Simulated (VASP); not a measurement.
Wanted: the native input for a VASP 6.6.1 run.

```yaml
Task: single point
Functional: PBE
Potentials_or_basis: VASP PAW PBE potentials, release 64 (C)
Cutoff: 520 eV
k_mesh: 10 × 10 × 8
Occupations: gaussian, width 0.1 eV
Spin: collinear spin
Starting_moments: "[1.0] μB"
Dipole_correction: no
Further_INCAR_settings: ALGO = Normal; EDIFF = 1e-06; NBANDS = 12
```

The structure of C lies in POSCAR:

```
C
1.0
    1.5858067200      0.0000000000      0.0000000000
    0.0000000000      1.5504077900      0.0000000000
   -0.1027796300      0.0000000000      2.1420951700
C
1
Direct
    0.5000000000      0.0000000000      0.0000000000
```

The cell was generated, and may not be a known phase.

One way to write it, as run:

INCAR

```
PREC = Accurate
ENCUT = 520
EDIFF = 1E-6
ISMEAR = 0
SIGMA = 0.1
LREAL = F
LASPH = T
NELM = 150
ALGO = Normal
ISIF = 2
LWAVE = F
LCHARG = F
ISPIN = 2
MAGMOM = 1
LORBIT = 11
GGA = PE
NBANDS = 12
```

KPOINTS

```
regular mesh
0
Gamma
  10 10 8
```

Potentials or basis: VASP PAW PBE potentials, release 64 (C).

The run is started by

```bash
$ cat potpaw_PBE.64/C/POTCAR > POTCAR
$ mpirun -np 1 vasp_std > vasp.out
```

Results of the run:

```json
{"Pressure": "73.2 GPa", "Band gap on the k mesh": "zero (filled and empty bands overlap)", "Net moment": "0.00 μB per cell", "Valence electrons inside the program's atomic spheres": "C 2.49"}
```

Caveat: the k points lie up to 0.41 Å⁻¹ apart, too coarse for converged energies and pressures of a metal.

It took 36 s on 1 thread of Intel Xeon 8259CL (shared host), peak memory 0.13 GiB.
